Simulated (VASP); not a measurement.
Write the native input for VASP 6.6.1 that does the following.

```yaml
Task: single point
Functional: PBE0
Potentials_or_basis: VASP PAW PBE potentials, release 64 (Ag)
Cutoff: 520 eV
k_mesh: 6 × 6 × 4
Occupations: fermi-dirac, width 0.05 eV
Spin: no spin polarisation
Dipole_correction: no
Grid_for_exact_exchange_PRECFOCK: Normal
Further_INCAR_settings: ALGO = Normal; EDIFF = 1e-06; NBANDS = 18
Share_of_exact_exchange: 0.25
```

Crystal: Ag.

```xyz
2
Lattice="2.9686 0.0000 0.0000 -1.4843 2.5708 0.0000 0.0000 0.0000 4.8530" Properties=species:S:1:pos:R:3 pbc="T T T"
Ag    1.4843    0.8569    3.6398
Ag    0.0000    1.7139    1.2133
```

This isn't the form of Ag at room conditions, which is fcc.

One way to write it, as run:

POSCAR

```
Ag
1.0
    2.9685570532      0.0000000000      0.0000000000
   -1.4842785266      2.5708458207      0.0000000000
    0.0000000000      0.0000000000      4.8530335443
Ag
2
Direct
    0.6666666667      0.3333333333      0.7500000000
    0.3333333333      0.6666666667      0.2500000000
```

INCAR.step1

```
ALGO = Normal ; EDIFF = 1E-5
ENCUT = 520 ; GGA = PE
ISIF = 2 ; ISMEAR = -1
LASPH = T ; LREAL = F
LWAVE = T ; NBANDS = 18
NELM = 80 ; PREC = Accurate
SIGMA = 0.05
```

INCAR.step2

```
AEXX = 0.25 ; ALGO = Normal
EDIFF = 1E-6 ; ENCUT = 520
GGA = PE ; ISIF = 2
ISMEAR = -1 ; ISTART = 1
LASPH = T ; LCHARG = T
LELF = T ; LHFCALC = T
LREAL = F ; LVHAR = T
LWAVE = F ; NBANDS = 18
NELM = 80 ; PREC = Accurate
PRECFOCK = Normal ; SIGMA = 0.05
```

KPOINTS

```
k-points
0
Gamma
  6 6 4
```

Potentials or basis: VASP PAW PBE potentials, release 64 (Ag).

Command:

```bash
$ cat potpaw_PBE.64/Ag/POTCAR > POTCAR
$ cp INCAR.step1 INCAR
$ mpirun -np 1 vasp_std > vasp.out
$ cp INCAR.step2 INCAR
$ mpirun -np 1 vasp_std > vasp.out
```

It gave:

```
Pressure               : -2.7 GPa
Band gap on the k mesh : zero (bands 11 and 12 overlap by 9.66 eV)
```

Caveat: the k points lie up to 0.41 Å⁻¹ apart, too coarse for converged energies and pressures of a metal; the PAW data sets were made with another functional, which shifts forces and pressure a little.

It took 45 min on 1 thread of Intel(R) Xeon(R) Platinum 8259CL CPU @ 2.50GHz (Skylake/Cascade Lake) (shared host), peak memory 0.18 GiB.
